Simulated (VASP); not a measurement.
A run of VASP 6.6.1 is set up as follows.

POSCAR

```
PbO2
1.0
   -2.1100007772      2.1100007772      5.3927078672
    2.1100007772     -2.1100007772      5.3927078672
    2.1100007772      2.1100007772     -5.3927078672
Pb O
2 4
Direct
    0.0000000000      0.0000000000      0.0000000000
    0.7500000000      0.2500000000      0.5000000000
    0.7982193494      0.7982193494      0.0000000000
    0.2017806506      0.2017806506      0.0000000000
    0.9517806506      0.4517806506      0.5000000000
    0.5482193494      0.0482193494      0.5000000000
```

Contents of INCAR.step1:

```
  PREC = Accurate
  ENCUT = 520
  ISMEAR = 0
  SIGMA = 0.1
  LREAL = F
  LASPH = T
  NELM = 100
  NBANDS = 35
  GGA = PE
  ALGO = Normal
  EDIFF = 1E-4
  LWAVE = T
  LCHARG = F
```

Contents of INCAR.step2:

```
  PREC = Accurate
  ENCUT = 520
  EDIFF = 1E-6
  ISMEAR = 0
  SIGMA = 0.1
  LREAL = F
  LASPH = T
  NELM = 100
  ALGO = Normal
  ISIF = 2
  LWAVE = F
  LCHARG = F
  METAGGA = R2SCAN
  LMIXTAU = T
  NBANDS = 35
  ISTART = 1
```

KPOINTS

```
Automatic mesh
0
Gamma
  8 8 8
```

Potentials or basis: VASP PAW PBE potentials, release 64 (Pb_d, O).

Command:

```bash
$ cat potpaw_PBE.64/Pb_d/POTCAR potpaw_PBE.64/O/POTCAR > POTCAR
$ cp INCAR.step1 INCAR
$ mpirun -np 1 vasp_std > vasp.out
$ cp INCAR.step2 INCAR
$ mpirun -np 1 vasp_std > vasp.out
```

Question: Estimate the largest force.

Answer: 0.028 eV/Å.

Question: What does it give for the pressure?

Answer: 0.8 GPa.

Forces in eV/Å, atoms in the order of the input:
```
Pb   0.000  0.000  0.000
Pb   0.000  0.000  0.000
O    0.000  0.000 -0.028
O    0.000  0.000  0.028
O    0.000  0.000  0.028
O    0.000  0.000 -0.028
```

Caveat: the PAW data sets were made with another functional, which shifts forces and pressure a little.
